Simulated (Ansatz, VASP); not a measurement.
# Two plane-wave programs on BaNaBr3

File POSCAR:

```
BaNaBr3
1.0
    6.4170860796      0.0000000000      0.0000000000
    0.0000000000      6.2605717850      0.0000000000
    0.0000000000      0.0000000000      6.2605717850
Na Ba Br
1 1 3
Direct
    0.0000000000      0.0000000000      0.0000000000
    0.5000000000      0.5000000000      0.5000000000
    0.5000000000      0.5000000000      0.0000000000
    0.5000000000      0.0000000000      0.5000000000
    0.0000000000      0.5000000000      0.5000000000
```

The input INCAR.step1:

```
SYSTEM = BaNaBr3
PREC = Accurate
ENCUT = 520
ISMEAR = 0
SIGMA = 0.01
LREAL = .False.
LASPH = .True.
NELM = 100
NBANDS = 27
GGA = PE
ALGO = Normal
EDIFF = 1E-4
LWAVE = .True.
LCHARG = .False.
```

Contents of INCAR.step2:

```
SYSTEM = BaNaBr3
PREC = Accurate
ENCUT = 520
EDIFF = 1E-6
ISMEAR = 0
SIGMA = 0.01
LREAL = .False.
LASPH = .True.
NELM = 100
ALGO = Normal
ISIF = 2
LWAVE = .False.
LCHARG = .True.
METAGGA = R2SCAN
LMIXTAU = .True.
LELF = .True.
LVHAR = .True.
NBANDS = 27
ISTART = 1
```

File KPOINTS:

```
regular mesh
0
Gamma
  4 4 4
  0 0 0
```

Input for Ansatz:

```yaml
crystal:
  lattice:
    - [6.4170860796, 0.0, 0.0]
    - [0.0, 6.260571785, 0.0]
    - [0.0, 0.0, 6.260571785]
  atoms:
    - { symbol: Na, position: [0.0, 0.0, 0.0] }
    - { symbol: Ba, position: [0.5, 0.5, 0.5] }
    - { symbol: Br, position: [0.5, 0.5, 0.0] }
    - { symbol: Br, position: [0.5, 0.0, 0.5] }
    - { symbol: Br, position: [0.0, 0.5, 0.5] }
kpoints:
  mp_grid: { grid: [4, 4, 4] }
  band_path:
    path: [[0.0, 0.0, 0.0], [0.0, 0.5, 0.0], [0.5, 0.5, 0.0], [0.5, 0.5, 0.5]]
    npoints: 1
hamiltonian:
  xc: r2scan
scf:
  occupations: { method: fixed }
  n_extra_bands: 5
output:
  forces: true
  stress: true
  eigenvalues: true
```

Change from the starting cell: uniaxial_x strain +2.5%.

Alike in both runs: task single point; functional r2SCAN; k mesh 4 × 4 × 4; no spin polarisation.

|  | VASP | Ansatz |
| --- | --- | --- |
| version | VASP 6.6.1 | Ansatz 0.2.0 |
| potentials or method | VASP PAW PBE potentials, release 64 (Na_pv, Ba_sv, Br) | plane waves, PAW |
| plane-wave cutoff (eV) | 520 | 500 |
| occupations | gaussian, width 0.01 eV | fixed |
| valence electrons in the cell | 38 | 40 |

```tsv
	VASP	Ansatz	Ansatz less VASP
gap on the k mesh at the Fermi level (eV)	3.62	3.62	+0.003
pressure (GPa)	-0.1	-0.3	-0.20
traceless stress, the component that is largest in VASP (GPa)	-0.56	-0.51	+0.048
```

VASP's potentials were made for PBE, not for r2SCAN. VASP's potentials hold 38 valence electrons a cell and Ansatz's 40, so a difference there can come from the potentials and not from the codes.

Neither program's run includes spin-orbit coupling.
